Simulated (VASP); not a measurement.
**TiSi: single point with PBEsol**

TiSi:

```xyz
8
Lattice="3.6008 0.0000 0.0000 0.0000 7.5786 0.0000 0.0000 0.0000 4.1429" Properties=species:S:1:pos:R:3 pbc="T T T"
Ti    0.0000    3.6843    0.2103
Ti    1.8004    3.6843    2.2817
Ti    1.8004    0.1050    2.2817
Ti    0.0000    0.1050    0.2103
Si    0.0000    5.6839    2.2817
Si    0.0000    1.8946    2.2817
Si    1.8004    1.8946    0.2103
Si    1.8004    5.6839    0.2103
```

This cell differs from its parent crystal: atoms displaced along a vibrational mode.

- Program: VASP 6.6.1
- Task: single point
- Functional: PBEsol
- Potentials or basis: VASP PAW PBE potentials, release 64 (Ti_sv, Si)
- Cutoff: 520 eV
- k mesh: 12 × 6 × 10
- Occupations: gaussian, width 0.15 eV
- Spin: no spin polarisation

```json
{
  "Pressure": "1.0 GPa",
  "Largest force": "0.950 eV/Å",
  "Band gap on the k mesh": "zero (bands 32 and 33 overlap by 1.16 eV)"
}
```

Forces on the atoms (eV/Å):
```
Ti   0.000  0.950  0.000
Ti   0.000  0.950  0.000
Ti   0.000 -0.950  0.000
Ti   0.000 -0.950  0.000
Si   0.000  0.000  0.000
Si   0.000  0.000  0.000
Si   0.000  0.000  0.000
Si   0.000  0.000  0.000
```

Stress tensor (GPa, compression positive):
```
1.41 0.00 0.00
0.00 0.49 0.00
0.00 0.00 1.06
```

Levels at points of the mesh, in eV from the Fermi level:
```tsv
k point	band 30	band 31	band 32	band 33	band 34	band 35
(0.00, 0.00, 0.00)	-1.28	-0.97	-0.95	-0.42	0.66	0.67
(0.50, 0.00, 0.00)	-2.06	-0.30	-0.30	0.02	0.02	0.59
(0.00, 0.50, 0.00)	-1.06	-0.76	0.37	0.46	0.49	0.60
(0.50, 0.50, 0.00)	-1.86	-1.34	-1.34	0.17	0.17	0.25
(0.00, 0.00, 0.50)	-0.76	0.56	0.56	0.61	0.61	0.80
(0.50, 0.00, 0.50)	-1.80	-0.89	-0.89	1.34	1.34	1.63
(0.00, 0.50, 0.50)	-1.00	-0.36	-0.36	0.68	0.68	0.72
(0.50, 0.50, 0.50)	-1.17	-1.02	-1.02	1.67	1.67	1.74
```

Wall time 5.8 min on 1 thread of Intel(R) Xeon(R) 6975P-C (Granite Rapids), on a shared host, peak memory 0.64 GiB.

Caveat: the cell differs from its parent crystal (atoms displaced along a vibrational mode); the PAW data sets were made with another functional, which shifts forces and pressure a little.
